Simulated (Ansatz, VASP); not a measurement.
**Two plane-wave programs on FeCo3**

```
CELL_PARAMETERS angstrom
3.53570 0.00000 0.00000
0.00000 3.53570 0.00000
0.00000 0.00000 3.53570
ATOMIC_POSITIONS crystal
Fe 0.00000 0.00000 0.00000
Co 0.50000 0.50000 0.00000
Co 0.50000 0.00000 0.50000
Co 0.00000 0.50000 0.50000
```

Alike in both runs: task single point; functional PBEsol; k mesh 6 × 6 × 6; occupations gaussian, width 0.01 eV; collinear spin.

|  | VASP | Ansatz |
| --- | --- | --- |
| version | VASP 6.6.1 | Ansatz 0.2.0 |
| potentials or method | VASP PAW PBE potentials, release 64 (Fe, Co), cutoff 520 eV | scalar-relativistic, plane waves, PAW |
| valence electrons in the cell | 35 | 67 |

Ansatz gave:

| Property | Result |
| --- | --- |
| gap on the k mesh at the Fermi level (eV) | none |
| pressure (GPa) | -7.1 |
| net moment per atom (μB) | 1.91 |
| size of the moment on the site where the two differ most (μB) | 1.73 |

**Question.** Which values does VASP return?

**Answer.** gap on the k mesh at the Fermi level (eV): none; pressure (GPa): -8.5; net moment per atom (μB): 1.86; size of the moment on the site where the two differ most (μB): 1.62.

VASP's potentials were made for PBE, not for PBEsol. Site moments also hang on the region over which each program counts them. A gap of «none» marks a metal or a gap that the smearing closes. With one functional, cell and mesh, what is left measures potentials, basis and numerics. VASP's potentials hold 35 valence electrons a cell and Ansatz's 67, so a difference there can come from the potentials and not from the codes.
